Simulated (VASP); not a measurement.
# TiC (I4/mmm) in VASP: further runs

TiC is run at these levels: PBEsol; tasks: single point.

Everything below comes from runs of VASP 6.6.1. Logs are shortened: lines on timing, memory, paths and dates and some standing lists are left out, and cuts for length are marked.

## (1) The cell of the first run

Symmetry: I4/mmm, No. 139, tetragonal system. The conventional cell has a = 2.880 Å, b = 2.880 Å, c = 4.887 Å, α = 90.00°, β = 90.00°, γ = 90.00°. Within 2.7 Å of Ti (site symmetry 4/mmm) lie 6 C at 2.04 to 2.44 Å. Within 2.7 Å of C (site symmetry 4/mmm) lie 6 Ti at 2.04 to 2.44 Å.

## (2) Single point, PBEsol

The input, INCAR:

```
SYSTEM = TiC
ALGO     = Normal         ! electronic algorithm
EDIFF    = 1E-6           ! SCF threshold, eV
ENCUT    = 520            ! plane-wave cutoff, eV
GGA      = PS             ! functional
ISIF     = 2              ! what is computed and relaxed
ISMEAR   = 0              ! smearing method
LASPH    = .True.         ! aspherical terms in the spheres
LCHARG   = .False.        ! write CHGCAR
LREAL    = .False.        ! projectors in reciprocal space
LWAVE    = .False.        ! write WAVECAR
NBANDS   = 15             ! bands
NELM     = 60             ! most SCF steps
PREC     = Accurate       ! precision mode
SIGMA    = 0.15           ! smearing width, eV
```

The input, KPOINTS:

```
k-points
0
Gamma
  20 20 20
  0 0 0
```

The input, POSCAR:

```
TiC
1.0
    0.0000000000      2.0364019665      2.4436823598
    2.0364019665      0.0000000000      2.4436823598
    2.0364019665      2.0364019665      0.0000000000
Ti C
1 1
Direct
    0.0000000000      0.0000000000      0.0000000000
    0.5000000000      0.5000000000      0.5000000000
```

Potentials or basis: VASP PAW PBE potentials, release 64 (Ti_sv, C).

Started as:

```
> cat potpaw_PBE.64/Ti_sv/POTCAR potpaw_PBE.64/C/POTCAR > POTCAR
> mpirun -np 1 vasp_std > vasp.out
```

OUTCAR:

```text
SYSTEM = TiC
   EDIFF = 1E-6
   ENCUT = 520
   GGA = PS
   ISIF = 2
   ISMEAR = 0
   LASPH = .True.
   LREAL = .False.
   NELM = 60
   PREC = Accurate

 ion  position               nearest neighbor table
   1  0.000  0.000  0.000-   2 2.04   2 2.04   2 2.04   2 2.04   2 2.44   2 2.44
   2  0.500  0.500  0.500-   1 2.04   1 2.04   1 2.04   1 2.04   1 2.44   1 2.44

  LATTYP: Found a body centered tetragonal cell.
 ALAT       =     2.8799072795
 C/A-ratio  =     1.6970562748

  Lattice vectors:

 A1 = (  -2.0364019665,   0.0000000000,   2.4436823598)
 A2 = (   2.0364019665,   0.0000000000,   2.4436823598)
 A3 = (   0.0000000000,   2.0364019665,  -2.4436823598)

Analysis of symmetry for initial positions (statically):
=====================================================================
 Subroutine PRICEL returns:
 Original cell was already a primitive cell.

 Routine SETGRP: Setting up the symmetry group for a
 body centered tetragonal supercell.

 Subroutine GETGRP returns: Found 16 space group operations
 (whereof 16 operations were pure point group operations)
 out of a pool of 16 trial point group operations.

The static configuration has the point symmetry D_4h.

Analysis of symmetry for dynamics (positions and initial velocities):
=====================================================================
 Subroutine PRICEL returns:
 Original cell was already a primitive cell.

 Routine SETGRP: Setting up the symmetry group for a
 body centered tetragonal supercell.

 Subroutine GETGRP returns: Found 16 space group operations
 (whereof 16 operations were pure point group operations)
 out of a pool of 16 trial point group operations.

The dynamic configuration has the point symmetry D_4h.

 Subroutine INISYM returns: Found 16 space group operations
 (whereof 16 operations are pure point group operations),
 and found     1 'primitive' translations

----------------------------------------------------------------------------------------

                                     Primitive cell

  volume of cell :      20.2676

  direct lattice vectors                    reciprocal lattice vectors
     0.000000000  2.036401967  2.443682360    -0.245531093  0.245531093  0.204609244
     2.036401967  0.000000000  2.443682360     0.245531093 -0.245531093  0.204609244
     2.036401967  2.036401967  0.000000000     0.245531093  0.245531093 -0.204609244

  length of vectors
     3.180961560  3.180961560  2.879907279     0.403033470  0.403033470  0.403033470

  position of ions in fractional coordinates (direct lattice)
     0.000000000  0.000000000  0.000000000
     0.500000000  0.500000000  0.500000000

  ion indices of the primitive-cell ions
   primitive index   ion index
                 1           1
                 2           2

----------------------------------------------------------------------------------------

 KPOINTS: k-points

Automatic generation of k-mesh.
 Grid dimensions read from file:
 generate k-points for:   20   20   20

 Generating k-lattice:

  Cartesian coordinates                     Fractional coordinates (reciprocal lattice)
    -0.012276555  0.012276555  0.010230462     0.050000000  0.000000000  0.000000000
     0.012276555 -0.012276555  0.010230462     0.000000000  0.050000000  0.000000000
     0.012276555  0.012276555 -0.010230462     0.000000000  0.000000000  0.050000000

  Length of vectors
     0.020151673  0.020151673  0.020151673

  Shift w.r.t. Gamma in fractional coordinates (k-lattice)
     0.000000000  0.000000000  0.000000000

 Subroutine IBZKPT returns following result:
 ===========================================

 Found    641 irreducible k-points:

 Following reciprocal coordinates:
            Coordinates               Weight
  0.000000  0.000000  0.000000      1.000000
  0.050000 -0.000000  0.000000      8.000000
  0.100000 -0.000000  0.000000      8.000000
  0.150000 -0.000000  0.000000      8.000000
  0.200000 -0.000000  0.000000      8.000000
  0.250000 -0.000000  0.000000      8.000000
[... 16 lines left out ...]
 -0.400000  0.050000  0.000000      8.000000
 -0.350000  0.050000  0.000000      8.000000
 [... further k-points ...]
   k-points           NKPTS =    641   k-points in BZ     NKDIM =    641   number of bands    NBANDS=     15
   number of dos      NEDOS =    301   number of ions     NIONS =      2
   total plane-waves  NPLWV =  13824
   dimension x,y,z NGX =    24 NGY =   24 NGZ =   24
   dimension x,y,z NGXF=    48 NGYF=   48 NGZF=   48
   ions per type =               1   1
   NGX,Y,Z   is equivalent  to a cutoff of  12.54, 12.54, 13.85 a.u.
   NGXF,Y,Z  is equivalent  to a cutoff of  25.09, 25.09, 27.71 a.u.
 SYSTEM =  TiC
   PREC   = accura    normal or accurate (medium, high low for compatibility)
   ISTART =      0    job   : 0-new  1-cont  2-samecut
   ICHARG =      2    charge: 1-file 2-atom 10-const
   ISPIN  =      1    spin polarized calculation?
   LNONCOLLINEAR =      F non collinear calculations
   LSORBIT =      F    spin-orbit coupling
   LASPH  =      T    aspherical Exc in radial PAW
   ENCUT  =  520.0 eV  38.22 Ry    6.18 a.u.   5.91  5.91  5.35*2*pi/ulx,y,z
   NELM   =     60;   NELMIN=  2; NELMDL= -5     # of ELM steps
   EDIFF  = 0.1E-05   stopping-criterion for ELM
   LREAL  =      F    real-space projection
   EDIFFG = 0.1E-04   stopping-criterion for IOM
   NSW    =      0    number of steps for IOM
   IBRION =     -1    ionic relax: 0-MD 1-quasi-New 2-CG
   NFREE  =      0    steps in history (QN), initial steepest desc. (CG)
   ISIF   =      2    stress and relaxation
   ISYM   =      2    0-nonsym 1-usesym 2-fastsym
   POTIM  = 0.5000    time-step for ionic-motion
   TEBEG  =    0.0;   TEEND  =   0.0 temperature during run
   PSTRESS=    0.0 pullay stress
   NELECT =      16.0000    total number of electrons
   NUPDOWN=      -1.0000    fix difference up-down
   EMIN   =  10.00;   EMAX   =-10.00  energy-range for DOS
   EFERMI =   0.00;   METHOD = LEGACY
   ISMEAR =     0;   SIGMA  =   0.15  broadening in eV -4-tet -1-fermi 0-gaus
   EFERMI_NEDOS =   21; number of points for ismear=-14 and -15
   IALGO  =     38    algorithm
   IMIX   =      4    mixing-type and parameters
     AMIX     =   0.40;   BMIX     =  1.00
     AMIX_MAG =   1.60;   BMIX_MAG =  1.00
  volume/ion in A,a.u.               =      10.13        68.39
  Fermi-wavevector in a.u.,A,eV,Ry     =   1.513030  2.859212 31.147275  2.289260
  Thomas-Fermi vector in A             =   2.622876
   LORBIT       =      0    0 simple, 1 ext, 2 COOP (PROOUT), +10 PAW based schemes
   GGA     = PS    functional components
   LHFCALC =     F    Hartree Fock is set to
   AEXX    =    0.0000 exact exchange contribution
   IVDW    =     0    specifies the selected vdW correction
   LEPSILON=     F    determine dielectric tensor
   LRPA    =     F    only Hartree local field effects (RPA)
 non-spin polarized calculation
 Gauss-broadening in eV      SIGMA  =   0.15
  energy-cutoff  :      520.00
  volume of cell :       20.27
 maximum number of plane-waves:       570
   NGX = 11   NGY = 11   NGZ = 11

 number of electron      16.0000003 magnetization

 Free energy of the ion-electron system (eV)
  ---------------------------------------------------
  ext. energy  EPLUGINS =         0.00000000
  ---------------------------------------------------
  free energy    TOTEN  =       -19.31317844 eV

  energy without entropy =      -19.30988148  energy(sigma->0) =      -19.31152996

 E-fermi :   9.3673     XC(G=0): -12.8083

 val. band max:        9.3597722578   @ k =  -0.4500   0.0500   0.4500
 cond. band min:       9.3692883820   @ k =   0.2500   0.1500   0.0000
 fundamental gap:      0.0095161242
 Fermi energy:         9.3672624562

 k-point     1 :       0.0000    0.0000    0.0000
  band No.  band energies     occupation
      1     -46.8809      2.00000
      2     -23.2175      2.00000
      3     -22.9174      2.00000
      4     -22.9174      2.00000
      5      -3.0560      2.00000
      6       9.1583      1.95120
      7       9.8262      0.00002
      8      10.5616      0.00000
      9      10.6027      0.00000
     10      10.6027      0.00000
     11      11.2950      0.00000
     12      11.2950      0.00000
     13      11.7580      0.00000
     14      20.4732      0.00000
     15      23.6295      0.00000

 k-point     2 :       0.0500   -0.0000    0.0000
  band No.  band energies     occupation
      1     -46.8789      2.00000
      2     -23.2210      2.00000
      3     -22.9313      2.00000
      4     -22.9167      2.00000
      5      -2.9960      2.00000
      6       9.0680      1.99522
      7       9.4734      0.31687
      8      10.2441      0.00000
      9      10.4899      0.00000
     10      10.7560      0.00000
     11      11.2293      0.00000
     12      11.3951      0.00000
     13      12.4913      0.00000
     14      20.5618      0.00000
     15      23.6373      0.00000

 k-point     3 :       0.1000   -0.0000    0.0000
  band No.  band energies     occupation
      1     -46.8729      2.00000
      2     -23.2316      2.00000
      3     -22.9707      2.00000
      4     -22.9148      2.00000
      5      -2.8185      2.00000
      6       8.7442      2.00000
      7       8.8246      2.00000
      8       9.7477      0.00034
      9      10.1901      0.00000
     10      10.7764      0.00000
     11      11.5740      0.00000
     12      11.9966      0.00000
     13      13.4531      0.00000
     14      20.7895      0.00000
     15      23.6033      0.00000
[... 343 lines left out ...]
 k-point    23 :      -0.4000    0.0500    0.0000
  band No.  band energies     occupation
      1     -46.7997      2.00000
      2     -23.5335      2.00000
      3     -23.2549      2.00000
      4     -22.8889      2.00000
      5       0.2976      2.00000
      6       3.9288      2.00000
      7       6.0860      2.00000
      8       6.4527      2.00000
      9      12.0032      0.00000
     10      12.3676      0.00000
     11      13.6883      0.00000
     12      15.6580      0.00000
     13      17.8149      0.00000
     14      19.1121      0.00000
     15      23.7410      0.00000

 k-point    24 :      -0.3500    0.0500    0.0000
  band No.  band energies     occupation
      1     -46.8070      2.00000
      2     -23.4871      2.00000
      3     -23.2457      2.00000
      4     -22.8891      2.00000
      5      -0.2178      2.00000
      6       4.5725      2.00000
      7       6.2955      2.00000
      8       6.6318      2.00000
      9      11.8232      0.00000
     10      12.0058      0.00000
     11      13.3774      0.00000
     12      15.3047      0.00000
     13      18.5295      0.00000
     14      18.7064      0.00000
     15      24.0393      0.00000

 [... further k-points ...]

------------------------ aborting loop because EDIFF is reached ----------------------------------------

  FORCE on cell =-STRESS in cart. coord.  units (eV):
  Direction    XX          YY          ZZ          XY          YZ          ZX
  --------------------------------------------------------------------------------------
  -------------------------------------------------------------------------------------
  Total        3.7889165      3.7889165     -4.0088004      0.0000000      0.0000000      0.0000000
  in kB      299.5186356    299.5186356   -316.9007399      0.0000000      0.0000000      0.0000000
  external PRESSURE =      94.0455105 kB  Pullay stress =       0.0000000 kB

 VOLUME and BASIS-vectors are now :
 -----------------------------------------------------------------------------
  energy-cutoff  :      520.00
  volume of cell :       20.27
      direct lattice vectors                 reciprocal lattice vectors
     0.000000000  2.036401967  2.443682360    -0.245531093  0.245531093  0.204609244
     2.036401967  0.000000000  2.443682360     0.245531093 -0.245531093  0.204609244
     2.036401967  2.036401967  0.000000000     0.245531093  0.245531093 -0.204609244

 POSITION                                       TOTAL-FORCE (eV/Angst)
 -----------------------------------------------------------------------------------
      0.00000      0.00000      0.00000        -0.000000     -0.000000      0.000000
      2.03640      2.03640      2.44368         0.000000      0.000000      0.000000
 -----------------------------------------------------------------------------------
    total drift:                                0.000000     -0.000000     -0.000000

  FREE ENERGIE OF THE ION-ELECTRON SYSTEM (eV)
  ---------------------------------------------------
  free  energy   TOTEN  =       -19.3131784355 eV

  energy  without entropy=      -19.3098814773  energy(sigma->0) =      -19.31152996
```

Wall time 4.8 min (1 thread of Intel Xeon 8259CL, shared host); peak memory 0.31 GiB.

Results:

| Property | Result |
| --- | --- |
| Free energy | -19.3132 eV |
| Pressure | 9.4 GPa |
| Band gap on the k mesh | zero (bands 8 and 9 overlap by 2.01 eV) |

Levels at points of the mesh, in eV from the Fermi level:
```tsv
k point	band 4	band 5	band 6	band 7	band 8	band 9	band 10	band 11	band 12	band 13
(0.00, 0.00, 0.00)	-32.28	-12.42	-0.21	0.46	1.19	1.24	1.24	1.93	1.93	2.39
(0.50, 0.00, 0.00)	-32.26	-8.70	-5.93	-3.38	-2.99	2.78	3.28	4.51	6.94	7.50
(0.50, 0.50, 0.00)	-32.37	-10.51	-4.49	-1.56	0.86	0.86	2.83	3.40	3.40	4.97
(0.50, 0.00, 0.50)	-32.66	-10.13	-2.73	-1.66	-0.34	-0.31	2.53	2.79	4.26	6.85
```

Caveat: the stress differs along the axes, from -32 to 30 GPa; the PAW data sets were made with another functional, which shifts forces and pressure a little.

(Part 1 of 2 ends here.)

The gap in the log of VASP goes by the Fermi energy; the results here count the filled bands.